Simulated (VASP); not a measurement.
# MgO (Periclase) (Fm-3m) in VASP: further runs

Runs on MgO (Periclase). Level: revPBE. Tasks: single point.

All numbers are computed with VASP 6.6.1; they aren't measurements. Logs are shortened: lines on timing, memory, paths and dates and some standing lists are left out, and cuts for length are marked.

## (1) The cell of the first run

Symmetry: Fm-3m, No. 225, cubic system. Conventional cell: a = 4.327 Å, b = 4.327 Å, c = 4.327 Å, α = 90.00°, β = 90.00°, γ = 90.00°. Mg (site symmetry m-3m) has 6 O at 2.16 Å within 2.9 Å. Within 2.9 Å of O (site symmetry m-3m) lie 6 Mg at 2.16 Å.

## (2) Single point, revPBE

INCAR reads:

```
  PREC = Accurate
  ENCUT = 600
  EDIFF = 1E-6
  ISMEAR = 0
  SIGMA = 0.01
  LREAL = False
  LASPH = True
  NELM = 120
  ALGO = Normal
  ISIF = 2
  LWAVE = False
  LCHARG = True
  GGA = RE
  LELF = True
  LVHAR = True
  NBANDS = 11
  GGA_COMPAT = False
```

KPOINTS reads:

```
Automatic mesh
0
Gamma
  8 8 8
```

POSCAR reads:

```
MgO
1.0
    0.0000000000      2.1632905701      2.1632905701
    2.1632905701      0.0000000000      2.1632905701
    2.1632905701      2.1632905701      0.0000000000
Mg O
1 1
Direct
    0.0000000000      0.0000000000      0.0000000000
    0.5000000000      0.5000000000      0.5000000000
```

Potentials or basis: VASP PAW PBE potentials, release 64 (Mg, O).

Started as:

```
cat potpaw_PBE.64/Mg/POTCAR potpaw_PBE.64/O/POTCAR > POTCAR
mpirun -np 1 vasp_std > vasp.out
```

OUTCAR:

```text
PREC = Accurate
   ENCUT = 600
   EDIFF = 1E-6
   ISMEAR = 0
   LREAL = False
   LASPH = True
   NELM = 120
   ISIF = 2
   GGA = RE

 ion  position               nearest neighbor table
   1  0.000  0.000  0.000-   2 2.16   2 2.16   2 2.16   2 2.16   2 2.16   2 2.16
   2  0.500  0.500  0.500-   1 2.16   1 2.16   1 2.16   1 2.16   1 2.16   1 2.16

  LATTYP: Found a face centered cubic cell.
 ALAT       =     4.3265811402

  Lattice vectors:

 A1 = (   0.0000000000,   2.1632905701,   2.1632905701)
 A2 = (   2.1632905701,   0.0000000000,   2.1632905701)
 A3 = (   2.1632905701,   2.1632905701,   0.0000000000)

Analysis of symmetry for initial positions (statically):
=====================================================================
 Subroutine PRICEL returns:
 Original cell was already a primitive cell.

 Routine SETGRP: Setting up the symmetry group for a
 face centered cubic supercell.

 Subroutine GETGRP returns: Found 48 space group operations
 (whereof 48 operations were pure point group operations)
 out of a pool of 48 trial point group operations.

The static configuration has the point symmetry O_h .

Analysis of symmetry for dynamics (positions and initial velocities):
=====================================================================
 Subroutine PRICEL returns:
 Original cell was already a primitive cell.

 Routine SETGRP: Setting up the symmetry group for a
 face centered cubic supercell.

 Subroutine GETGRP returns: Found 48 space group operations
 (whereof 48 operations were pure point group operations)
 out of a pool of 48 trial point group operations.

The dynamic configuration has the point symmetry O_h .

 Subroutine INISYM returns: Found 48 space group operations
 (whereof 48 operations are pure point group operations),
 and found     1 'primitive' translations

----------------------------------------------------------------------------------------

                                     Primitive cell

  volume of cell :      20.2476

  direct lattice vectors                    reciprocal lattice vectors
     0.000000000  2.163290570  2.163290570    -0.231129376  0.231129376  0.231129376
     2.163290570  0.000000000  2.163290570     0.231129376 -0.231129376  0.231129376
     2.163290570  2.163290570  0.000000000     0.231129376  0.231129376 -0.231129376

  length of vectors
     3.059354864  3.059354864  3.059354864     0.400327823  0.400327823  0.400327823

  position of ions in fractional coordinates (direct lattice)
[... 8 lines left out ...]
----------------------------------------------------------------------------------------

 KPOINTS: Automatic mesh

Automatic generation of k-mesh.
 Grid dimensions read from file:
 generate k-points for:    8    8    8

 Generating k-lattice:

  Cartesian coordinates                     Fractional coordinates (reciprocal lattice)
    -0.028891172  0.028891172  0.028891172     0.125000000  0.000000000  0.000000000
     0.028891172 -0.028891172  0.028891172     0.000000000  0.125000000  0.000000000
     0.028891172  0.028891172 -0.028891172     0.000000000  0.000000000  0.125000000

  Length of vectors
     0.050040978  0.050040978  0.050040978

  Shift w.r.t. Gamma in fractional coordinates (k-lattice)
     0.000000000  0.000000000  0.000000000

 Subroutine IBZKPT returns following result:
 ===========================================

 Found     29 irreducible k-points:

 Following reciprocal coordinates:
            Coordinates               Weight
  0.000000  0.000000  0.000000      1.000000
  0.125000  0.000000  0.000000      8.000000
  0.250000  0.000000  0.000000      8.000000
  0.375000  0.000000  0.000000      8.000000
  0.500000  0.000000  0.000000      4.000000
  0.125000  0.125000  0.000000      6.000000
[... 16 lines left out ...]
  0.500000  0.250000  0.125000     48.000000
 -0.375000  0.250000  0.125000     24.000000
 [... further k-points ...]
   k-points           NKPTS =     29   k-points in BZ     NKDIM =     29   number of bands    NBANDS=     11
   number of dos      NEDOS =    301   number of ions     NIONS =      2
   total plane-waves  NPLWV =  13824
   dimension x,y,z NGX =    24 NGY =   24 NGZ =   24
   dimension x,y,z NGXF=    48 NGYF=   48 NGZF=   48
   ions per type =               1   1
   NGX,Y,Z   is equivalent  to a cutoff of  13.04, 13.04, 13.04 a.u.
   NGXF,Y,Z  is equivalent  to a cutoff of  26.08, 26.08, 26.08 a.u.
 SYSTEM =  unknown system
   PREC   = accura    normal or accurate (medium, high low for compatibility)
   ISTART =      0    job   : 0-new  1-cont  2-samecut
   ICHARG =      2    charge: 1-file 2-atom 10-const
   ISPIN  =      1    spin polarized calculation?
   LNONCOLLINEAR =      F non collinear calculations
   LSORBIT =      F    spin-orbit coupling
   LASPH  =      T    aspherical Exc in radial PAW
   ENCUT  =  600.0 eV  44.10 Ry    6.64 a.u.   6.11  6.11  6.11*2*pi/ulx,y,z
   NELM   =    120;   NELMIN=  2; NELMDL= -5     # of ELM steps
   EDIFF  = 0.1E-05   stopping-criterion for ELM
   LREAL  =      F    real-space projection
   EDIFFG = 0.1E-04   stopping-criterion for IOM
   NSW    =      0    number of steps for IOM
   IBRION =     -1    ionic relax: 0-MD 1-quasi-New 2-CG
   NFREE  =      0    steps in history (QN), initial steepest desc. (CG)
   ISIF   =      2    stress and relaxation
   ISYM   =      2    0-nonsym 1-usesym 2-fastsym
   POTIM  = 0.5000    time-step for ionic-motion
   TEBEG  =    0.0;   TEEND  =   0.0 temperature during run
   PSTRESS=    0.0 pullay stress
   NELECT =       8.0000    total number of electrons
   NUPDOWN=      -1.0000    fix difference up-down
   EMIN   =  10.00;   EMAX   =-10.00  energy-range for DOS
   EFERMI =   0.00;   METHOD = LEGACY
   ISMEAR =     0;   SIGMA  =   0.01  broadening in eV -4-tet -1-fermi 0-gaus
   EFERMI_NEDOS =   21; number of points for ismear=-14 and -15
   IALGO  =     38    algorithm
   IMIX   =      4    mixing-type and parameters
     AMIX     =   0.40;   BMIX     =  1.00
     AMIX_MAG =   1.60;   BMIX_MAG =  1.00
  volume/ion in A,a.u.               =      10.12        68.32
  Fermi-wavevector in a.u.,A,eV,Ry     =   1.201287  2.270103 19.634425  1.443090
  Thomas-Fermi vector in A             =   2.337100
   LORBIT       =      0    0 simple, 1 ext, 2 COOP (PROOUT), +10 PAW based schemes
   GGA     = RE    functional components
   LHFCALC =     F    Hartree Fock is set to
   AEXX    =    0.0000 exact exchange contribution
   IVDW    =     0    specifies the selected vdW correction
   LEPSILON=     F    determine dielectric tensor
   LRPA    =     F    only Hartree local field effects (RPA)
 non-spin polarized calculation
 Gauss-broadening in eV      SIGMA  =   0.01
  energy-cutoff  :      600.00
  volume of cell :       20.25
 maximum number of plane-waves:       692
   NGX = 13   NGY = 13   NGZ = 13

 number of electron       7.9999996 magnetization

 Free energy of the ion-electron system (eV)
  ---------------------------------------------------
  ext. energy  EPLUGINS =         0.00000000
  ---------------------------------------------------
  free energy    TOTEN  =       -11.32167343 eV

  energy without entropy =      -11.32167343  energy(sigma->0) =      -11.32167343

 E-fermi :   2.8187     XC(G=0): -10.5254

 val. band max:        2.7323995694   @ k =   0.0000   0.0000   0.0000
 cond. band min:       6.8002279912   @ k =   0.0000   0.0000   0.0000
 fundamental gap:      4.0678284219
 Fermi energy:         2.8187177881

 k-point     1 :       0.0000    0.0000    0.0000
  band No.  band energies     occupation
      1     -14.1964      2.00000
      2       2.7324      2.00000
      3       2.7324      2.00000
      4       2.7324      2.00000
      5       6.8002      0.00000
      6      18.1747      0.00000
      7      18.1747      0.00000
      8      18.1747      0.00000
      9      21.8374      0.00000
     10      23.5727      0.00000
     11      23.5727      0.00000

 k-point     2 :       0.1250    0.0000    0.0000
  band No.  band energies     occupation
      1     -14.0571      2.00000
      2       1.8160      2.00000
      3       2.6433      2.00000
      4       2.6433      2.00000
      5       7.7175      0.00000
      6      16.5094      0.00000
      7      18.4865      0.00000
      8      18.4865      0.00000
      9      22.4920      0.00000
     10      22.4920      0.00000
     11      23.7485      0.00000

 k-point     3 :       0.2500    0.0000    0.0000
  band No.  band energies     occupation
      1     -13.6982      2.00000
      2       0.2419      2.00000
      3       2.4377      2.00000
      4       2.4377      2.00000
      5       9.1887      0.00000
      6      14.8844      0.00000
      7      18.8290      0.00000
      8      18.8290      0.00000
      9      22.1244      0.00000
     10      22.1244      0.00000
     11      23.5933      0.00000

 k-point     4 :       0.3750    0.0000    0.0000
  band No.  band energies     occupation
      1     -13.3001      2.00000
      2      -1.0243      2.00000
      3       2.2435      2.00000
      4       2.2435      2.00000
      5      10.0380      0.00000
      6      14.4466      0.00000
      7      18.5438      0.00000
      8      18.5438      0.00000
      9      22.8782      0.00000
     10      23.3953      0.00000
     11      23.3953      0.00000

 k-point     5 :       0.5000    0.0000    0.0000
  band No.  band energies     occupation
      1     -13.1208      2.00000
      2      -1.5109      2.00000
      3       2.1662      2.00000
      4       2.1662      2.00000
      5      10.2086      0.00000
      6      14.5426      0.00000
      7      18.3521      0.00000
      8      18.3521      0.00000
      9      22.6158      0.00000
     10      24.3696      0.00000
     11      24.3696      0.00000
[... 211 lines left out ...]
 k-point    21 :       0.5000    0.5000    0.0000
  band No.  band energies     occupation
      1     -12.8940      2.00000
      2      -1.0105      2.00000
      3       1.4998      2.00000
      4       1.4998      2.00000
      5      11.8256      0.00000
      6      12.0072      0.00000
      7      15.0870      0.00000
      8      20.6539      0.00000
      9      20.6539      0.00000
     10      26.6318      0.00000
     11      28.6500      0.00000

 k-point    22 :       0.3750    0.2500    0.1250
  band No.  band energies     occupation
      1     -13.4415      2.00000
      2      -0.0779      2.00000
      3       1.6931      2.00000
      4       2.1892      2.00000
      5      10.5284      0.00000
      6      13.9598      0.00000
      7      17.0638      0.00000
      8      19.4792      0.00000
      9      20.2089      0.00000
     10      24.3582      0.00000
     11      27.3758      0.00000

 k-point    23 :       0.5000    0.2500    0.1250
  band No.  band energies     occupation
      1     -13.1285      2.00000
      2      -0.6848      2.00000
      3       1.1710      2.00000
      4       1.9625      2.00000
      5      11.6321      0.00000
      6      13.9132      0.00000
      7      15.9289      0.00000
      8      19.0432      0.00000
      9      21.6630      0.00000
     10      24.2379      0.00000
     11      27.6221      0.00000

 k-point    24 :      -0.3750    0.2500    0.1250
  band No.  band energies     occupation
      1     -12.9909      2.00000
      2      -0.9370      2.00000
      3       0.9813      2.00000
      4       1.8534      2.00000
      5      11.9208      0.00000
      6      14.2413      0.00000
      7      15.5472      0.00000
      8      18.7958      0.00000
      9      22.4377      0.00000
     10      23.8883      0.00000
     11      27.7923      0.00000

 [... further k-points ...]

------------------------ aborting loop because EDIFF is reached ----------------------------------------

  FORCE on cell =-STRESS in cart. coord.  units (eV):
  Direction    XX          YY          ZZ          XY          YZ          ZX
  --------------------------------------------------------------------------------------
  -------------------------------------------------------------------------------------
  Total       -0.5802748     -0.5802748     -0.5802748     -0.0000000      0.0000000      0.0000000
  in kB      -45.9165989    -45.9165989    -45.9165989     -0.0000000      0.0000000      0.0000000
  external PRESSURE =     -45.9165989 kB  Pullay stress =       0.0000000 kB

 VOLUME and BASIS-vectors are now :
 -----------------------------------------------------------------------------
  energy-cutoff  :      600.00
  volume of cell :       20.25
      direct lattice vectors                 reciprocal lattice vectors
     0.000000000  2.163290570  2.163290570    -0.231129376  0.231129376  0.231129376
     2.163290570  0.000000000  2.163290570     0.231129376 -0.231129376  0.231129376
     2.163290570  2.163290570  0.000000000     0.231129376  0.231129376 -0.231129376

 POSITION                                       TOTAL-FORCE (eV/Angst)
 -----------------------------------------------------------------------------------
      0.00000      0.00000      0.00000         0.000000      0.000000      0.000000
      2.16329      2.16329      2.16329        -0.000000      0.000000      0.000000
 -----------------------------------------------------------------------------------
    total drift:                               -0.000000     -0.000000      0.000000

  FREE ENERGIE OF THE ION-ELECTRON SYSTEM (eV)
  ---------------------------------------------------
  free  energy   TOTEN  =       -11.3216734282 eV

  energy  without entropy=      -11.3216734282  energy(sigma->0) =      -11.32167343
```

Run time: 5.2 s. Hardware: 1 thread of AMD EPYC 9R45 (Zen 5), shared host; peak memory 0.11 GiB.

What came out:

```
Free energy            : -11.3217 eV
Pressure               : -4.6 GPa
Band gap on the k mesh : 4.07 eV, direct
```

Caveat: the PAW data sets were made with another functional, which shifts forces and pressure a little.

(Continued in part 2 of 2.)
